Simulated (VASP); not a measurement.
# Al (Fmmm) in VASP: a series of runs

Al is run at these levels: PBEsol; tasks: single point.

All numbers are computed with VASP 6.6.1; they aren't measurements. Logs are shortened: lines on timing, memory, paths and dates and some standing lists are left out, and cuts for length are marked.

### 1 The cell of the first run

It takes space group Fmmm (No. 69, orthorhombic). The conventional cell has a = 3.182 Å, b = 4.411 Å, c = 4.591 Å, α = 90.00°, β = 90.00°, γ = 90.00°. Al (site symmetry mmm) has 14 Al at 2.72 to 3.18 Å within 3.6 Å.

### 2 Single point, PBEsol (strain -0.0400 x Voigt [0, 0, 0, 0, 0, 1])

Input file INCAR:

```
SYSTEM = Al
PREC = Accurate
ENCUT = 520
EDIFF = 1E-6
ISMEAR = 0
SIGMA = 0.15
LREAL = .False.
LASPH = .True.
NELM = 60
ALGO = Fast
ISIF = 2
LWAVE = .False.
LCHARG = .False.
GGA = PS
NBANDS = 8
```

Input file KPOINTS:

```
regular mesh
0
Gamma
  20 20 20
  0 0 0
```

Input file POSCAR:

```
Al
1.0
   -1.6230430638      1.6230430638      1.5912186900
    1.6230430638     -1.6230430638      1.5912186900
    1.5593943162      1.5593943162     -1.5912186900
Al
1
Direct
    0.0000000000      0.0000000000      0.0000000000
```

Potentials or basis: VASP PAW PBE potentials, release 64 (Al).

On the command line:

```bash
$ cat potpaw_PBE.64/Al/POTCAR > POTCAR
$ mpirun -np 1 vasp_std > vasp.out
```

OUTCAR:

```text
SYSTEM = Al
   PREC = Accurate
   ENCUT = 520
   EDIFF = 1E-6
   ISMEAR = 0
   LREAL = .False.
   LASPH = .True.
   NELM = 60
   ISIF = 2
   GGA = PS

 ion  position               nearest neighbor table
   1  0.000  0.000  0.000-

  LATTYP: Found a face centered orthorhombic cell.
 ALAT       =     3.1824373800
 B/A-ratio  =     1.3859292911
 C/A-ratio  =     1.4424978336

  Lattice vectors:

 A1 = (  -0.0636487476,   3.1824373800,   0.0000000000)
 A2 = (  -1.6230430638,   1.6230430638,   1.5912186900)
 A3 = (   1.5593943162,   1.5593943162,   1.5912186900)

Analysis of symmetry for initial positions (statically):
=====================================================================
 Subroutine PRICEL returns:
 Original cell was already a primitive cell.

 Routine SETGRP: Setting up the symmetry group for a
 face centered orthorhombic supercell.

 Subroutine GETGRP returns: Found  8 space group operations
 (whereof  8 operations were pure point group operations)
 out of a pool of  8 trial point group operations.

The static configuration has the point symmetry D_2h.

Analysis of symmetry for dynamics (positions and initial velocities):
=====================================================================
 Subroutine PRICEL returns:
 Original cell was already a primitive cell.

 Routine SETGRP: Setting up the symmetry group for a
 face centered orthorhombic supercell.

 Subroutine GETGRP returns: Found  8 space group operations
 (whereof  8 operations were pure point group operations)
 out of a pool of  8 trial point group operations.

The dynamic configuration has the point symmetry D_2h.

 Subroutine INISYM returns: Found  8 space group operations
 (whereof  8 operations are pure point group operations),
 and found     1 'primitive' translations

----------------------------------------------------------------------------------------

                                     Primitive cell

  volume of cell :      16.1093

  direct lattice vectors                    reciprocal lattice vectors
    -1.623043064  1.623043064  1.591218690     0.006287006  0.314350305  0.314224565
     1.623043064 -1.623043064  1.591218690     0.314350305  0.006287006  0.314224565
     1.559394316  1.559394316 -1.591218690     0.320637311  0.320637311  0.000000000

  length of vectors
     2.792940116  2.792940116  2.719448140     0.444514024  0.444514024  0.453449634

  position of ions in fractional coordinates (direct lattice)
     0.000000000  0.000000000  0.000000000

  ion indices of the primitive-cell ions
[... 79 lines left out ...]
   NFREE  =      0    steps in history (QN), initial steepest desc. (CG)
   ISIF   =      2    stress and relaxation
   ISYM   =      2    0-nonsym 1-usesym 2-fastsym
   POTIM  = 0.5000    time-step for ionic-motion
   TEBEG  =    0.0;   TEEND  =   0.0 temperature during run
   PSTRESS=    0.0 pullay stress
   NELECT =       3.0000    total number of electrons
   NUPDOWN=      -1.0000    fix difference up-down
   EMIN   =  10.00;   EMAX   =-10.00  energy-range for DOS
   EFERMI =   0.00;   METHOD = LEGACY
   ISMEAR =     0;   SIGMA  =   0.15  broadening in eV -4-tet -1-fermi 0-gaus
   EFERMI_NEDOS =   21; number of points for ismear=-14 and -15
   IALGO  =     68    algorithm
   IMIX   =      4    mixing-type and parameters
     AMIX     =   0.40;   BMIX     =  1.00
     AMIX_MAG =   1.60;   BMIX_MAG =  1.00
  volume/ion in A,a.u.               =      16.11       108.71
  Fermi-wavevector in a.u.,A,eV,Ry     =   0.934882  1.766670 11.891542  0.874004
  Thomas-Fermi vector in A             =   2.061732
   LORBIT       =      0    0 simple, 1 ext, 2 COOP (PROOUT), +10 PAW based schemes
   GGA     = PS    functional components
   LHFCALC =     F    Hartree Fock is set to
   AEXX    =    0.0000 exact exchange contribution
   IVDW    =     0    specifies the selected vdW correction
   LEPSILON=     F    determine dielectric tensor
   LRPA    =     F    only Hartree local field effects (RPA)
 non-spin polarized calculation
 RMM-DIIS sequential band-by-band and
 Gauss-broadening in eV      SIGMA  =   0.15
  energy-cutoff  :      520.00
  volume of cell :       16.11
 maximum number of plane-waves:       447
 NGX is ok and might be reduce to    24
   NGX = 11   NGY = 11   NGZ = 11

 number of electron       3.0000000 magnetization

 Free energy of the ion-electron system (eV)
  ---------------------------------------------------
  ext. energy  EPLUGINS =         0.00000000
  ---------------------------------------------------
  free energy    TOTEN  =        -3.98852088 eV

  energy without entropy =       -3.98352930  energy(sigma->0) =       -3.98602509

 E-fermi :   8.2089     XC(G=0): -10.3479

 val. band max:        8.1985121385   @ k =  -0.4500   0.4500   0.4500
 cond. band min:       8.2099621045   @ k =  -0.3000   0.5000   0.1000
 fundamental gap:      0.0114499660
 Fermi energy:         8.2088964648

 k-point     1 :       0.0000    0.0000    0.0000
  band No.  band energies     occupation
      1      -3.0907      2.00000
      2      21.3177      0.00000
      3      21.3827      0.00000
      4      21.8787      0.00000
      5      22.6027      0.00000
      6      23.2447      0.00000
      7      23.6646      0.00000
      8      24.6880      0.00000
[... 243 lines left out ...]
 k-point    24 :      -0.3500    0.0500    0.0000
  band No.  band energies     occupation
      1      -0.0005      2.00000
      2       9.7916      0.00000
      3      15.6074      0.00000
      4      17.6710      0.00000
      5      20.0287      0.00000
      6      21.1534      0.00000
      7      26.1876      0.00000
      8      28.2794      0.00000

 [... further k-points ...]

------------------------ aborting loop because EDIFF is reached ----------------------------------------

  FORCE on cell =-STRESS in cart. coord.  units (eV):
  Direction    XX          YY          ZZ          XY          YZ          ZX
  --------------------------------------------------------------------------------------
  -------------------------------------------------------------------------------------
  Total        0.2347653      0.2347653      0.2608144      0.1980727      0.0000000      0.0000000
  in kB       23.3490191     23.3490191     25.9397806     19.6996931      0.0000000      0.0000000
  external PRESSURE =      24.2126063 kB  Pullay stress =       0.0000000 kB

 VOLUME and BASIS-vectors are now :
 -----------------------------------------------------------------------------
  energy-cutoff  :      520.00
  volume of cell :       16.11
      direct lattice vectors                 reciprocal lattice vectors
    -1.623043064  1.623043064  1.591218690     0.006287006  0.314350305  0.314224565
     1.623043064 -1.623043064  1.591218690     0.314350305  0.006287006  0.314224565
     1.559394316  1.559394316 -1.591218690     0.320637311  0.320637311  0.000000000

 POSITION                                       TOTAL-FORCE (eV/Angst)
 -----------------------------------------------------------------------------------
      0.00000      0.00000      0.00000         0.000000      0.000000      0.000000
 -----------------------------------------------------------------------------------
    total drift:                                0.000000      0.000000     -0.000000

  FREE ENERGIE OF THE ION-ELECTRON SYSTEM (eV)
  ---------------------------------------------------
  free  energy   TOTEN  =        -3.9885208836 eV

  energy  without entropy=       -3.9835292976  energy(sigma->0) =       -3.98602509
```

It took 59 s on 1 thread of Intel Xeon Platinum 8375C at 2.90GHz (Ice Lake), shared host; peak memory 0.23 GiB.

What came out:

| Item | Value |
| --- | --- |
| Free energy | -3.9885 eV |
| Pressure | 2.4 GPa |
| Band gap on the k mesh | zero (an odd number of electrons rules out a gap without spin polarisation) |

Caveat: the cell differs from its parent crystal (strain -0.0400 x Voigt [0, 0, 0, 0, 0, 1]); the PAW data sets were made with another functional, which shifts forces and pressure a little.

### 3 Single point, PBEsol (strain +0.0300 x Voigt [0, 0, 0, 0, 0, 1])

Input file INCAR:

```
ALGO = Normal ; EDIFF = 1E-6
ENCUT = 520 ; GGA = PS
ISIF = 2 ; ISMEAR = 0
LASPH = True ; LCHARG = True
LELF = True ; LREAL = False
LVHAR = True ; LWAVE = False
NBANDS = 8 ; NELM = 80
PREC = Accurate ; SIGMA = 0.15
```

Input file KPOINTS:

```
k-points
0
Gamma
  20 20 20
```

Input file POSCAR:

```
Al
1.0
   -1.5673504096      1.5673504096      1.5912186900
    1.5673504096     -1.5673504096      1.5912186900
    1.6150869704      1.6150869704     -1.5912186900
Al
1
Direct
    0.0000000000      0.0000000000      0.0000000000
```

Potentials or basis: VASP PAW PBE potentials, release 64 (Al).

On the command line:

```bash
$ cat potpaw_PBE.64/Al/POTCAR > POTCAR
$ mpirun -np 1 vasp_std > vasp.out
```

Run time: 59 s. Hardware: 1 thread of Intel Xeon Platinum 8375C at 2.90GHz (Ice Lake), shared host; peak memory 0.23 GiB.

The run converged. Its results:

```
Free energy            : -3.9903 eV
Pressure               : 2.3 GPa
Band gap on the k mesh : zero (an odd number of electrons rules out a gap without spin polarisation)
```

Stress tensor (GPa, compression positive):
```
 2.33 -1.39  0.00
-1.39  2.33  0.00
 0.00  0.00  2.36
```

Levels at points of the mesh, in eV from the Fermi level:
| k point | band 1 | band 2 | band 3 | band 4 | band 5 |
| --- | --- | --- | --- | --- | --- |
| (0.00, 0.00, 0.00) | -11.30 | 13.18 | 13.26 | 13.60 | 14.57 |
| (0.50, 0.00, 0.00) | -4.41 | -3.89 | 8.24 | 8.27 | 10.24 |
| (0.50, 0.50, 0.00) | -4.27 | -3.60 | 8.04 | 8.23 | 9.98 |
| (0.00, 0.00, 0.50) | -4.55 | -4.17 | 8.38 | 8.63 | 10.29 |
| (0.50, 0.50, 0.50) | 1.77 | 1.90 | 2.05 | 2.93 | 2.94 |

Caveat: the cell differs from its parent crystal (strain +0.0300 x Voigt [0, 0, 0, 0, 0, 1]); the PAW data sets were made with another functional, which shifts forces and pressure a little.

### 4 Single point, PBEsol (strain -0.0200 x Voigt [0, 0, 0, 0, 0, 1])

Input file INCAR:

```
PREC     = Accurate       # precision mode
ENCUT    = 520            # plane-wave cutoff, eV
EDIFF    = 1E-6           # SCF threshold, eV
ISMEAR   = 0              # smearing method
SIGMA    = 0.15           # smearing width, eV
LREAL    = False          # projectors in reciprocal space
LASPH    = True           # aspherical terms in the spheres
NELM     = 60             # most SCF steps
ALGO     = Normal         # electronic algorithm
ISIF     = 2              # what is computed and relaxed
LWAVE    = False          # write WAVECAR
LCHARG   = True           # write CHGCAR
GGA      = PS             # functional
LELF     = True           # ELF
LVHAR    = True         
NBANDS   = 8              # bands
```

Input file KPOINTS:

```
regular mesh
0
Gamma
  20 20 20
```

Input file POSCAR:

```
Al
1.0
   -1.6071308769      1.6071308769      1.5912186900
    1.6071308769     -1.6071308769      1.5912186900
    1.5753065031      1.5753065031     -1.5912186900
Al
1
Direct
    0.0000000000      0.0000000000      0.0000000000
```

On the command line:

```bash
$ cat potpaw_PBE.64/Al/POTCAR > POTCAR
$ mpirun -np 1 vasp_std > vasp.out
```

It took 51 s on 1 thread of Intel Xeon Platinum 8375C at 2.90GHz (Ice Lake), shared host; peak memory 0.23 GiB.

It converged, with:

| Property | Result |
| --- | --- |
| Free energy | -3.9914 eV |
| Pressure | 2.3 GPa |
| Band gap on the k mesh | zero (an odd number of electrons rules out a gap without spin polarisation) |

Stress tensor (GPa, compression positive):
```
2.32 0.87 0.00
0.87 2.32 0.00
0.00 0.00 2.24
```

Levels at points of the mesh, in eV from the Fermi level:
| k point | band 1 | band 2 | band 3 | band 4 | band 5 | band 6 |
| --- | --- | --- | --- | --- | --- | --- |
| (0.00, 0.00, 0.00) | -11.30 | 13.24 | 13.33 | 13.52 | 14.73 | 15.03 |
| (0.50, 0.00, 0.00) | -4.41 | -3.89 | 8.29 | 8.29 | 10.18 | 11.63 |
| (0.50, 0.50, 0.00) | -4.50 | -4.08 | 8.36 | 8.53 | 10.23 | 11.80 |
| (0.00, 0.00, 0.50) | -4.32 | -3.70 | 8.14 | 8.26 | 10.02 | 11.41 |
| (0.50, 0.50, 0.50) | 1.81 | 1.90 | 2.00 | 2.93 | 2.94 | 5.87 |

Caveat: the cell differs from its parent crystal (strain -0.0200 x Voigt [0, 0, 0, 0, 0, 1]); the PAW data sets were made with another functional, which shifts forces and pressure a little.

### 5 The runs side by side

```csv
cell,gap on the mesh (eV),pressure (GPa)
"a = 2.793, b = 2.793, c = 2.719 Å, angles 109.5, 109.5, 110.5°, 1 atom",none,2.4
"a = 2.729, b = 2.729, c = 2.784 Å, angles 109.5, 109.5, 108.7°, 1 atom",none,2.3
"a = 2.774, b = 2.774, c = 2.738 Å, angles 109.5, 109.5, 110.0°, 1 atom",none,2.3
```

Alike in all rows: task single point; level PBEsol; potentials or basis VASP PAW PBE potentials, release 64 (Al); no spin polarisation; k mesh 20 × 20 × 20; cutoff (eV) 520; smearing gaussian 0.15 eV.

Caveats: the PAW data sets were made with another functional, which shifts forces and pressure a little.

Total energies depend on the potentials used, so only differences within one code and one set of settings carry meaning.
